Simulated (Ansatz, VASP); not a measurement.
# RbBr in VASP and in Ansatz

```
Rb Br
1.0
     0.00000    3.54458    3.46083
     3.54458    0.00000    3.46083
     3.54458    3.54458    0.00000
Rb Br
1 1
Direct
  0.00000 0.00000 0.00000
  0.50000 0.50000 0.50000
```

Change from the starting cell: biaxial_xy strain +2.4%.

Alike in both runs: task single point; functional PBE; k mesh 6 × 6 × 6; occupations fermi-dirac, width 0.02 eV; no spin polarisation.

|  | VASP | Ansatz |
| --- | --- | --- |
| version | VASP 6.6.1 | Ansatz 0.2.0 |
| potentials or method | VASP PAW PBE potentials, release 64 (Rb_sv, Br) | plane waves, PAW |
| plane-wave cutoff (eV) | 520 | 420 |
| valence electrons in the cell | 16 | 16 |

Ansatz gave:

* gap on the k mesh at the Fermi level (eV): 4.16
* pressure (GPa): -0.1
* traceless stress, the component that is largest in VASP (GPa): 0.37

Question: What did VASP give for the same quantities?

Answer: gap on the k mesh at the Fermi level (eV): 4.16; pressure (GPa): 0.0; traceless stress, the component that is largest in VASP (GPa): 0.37.

With one functional, cell and mesh, what is left measures potentials, basis and numerics.
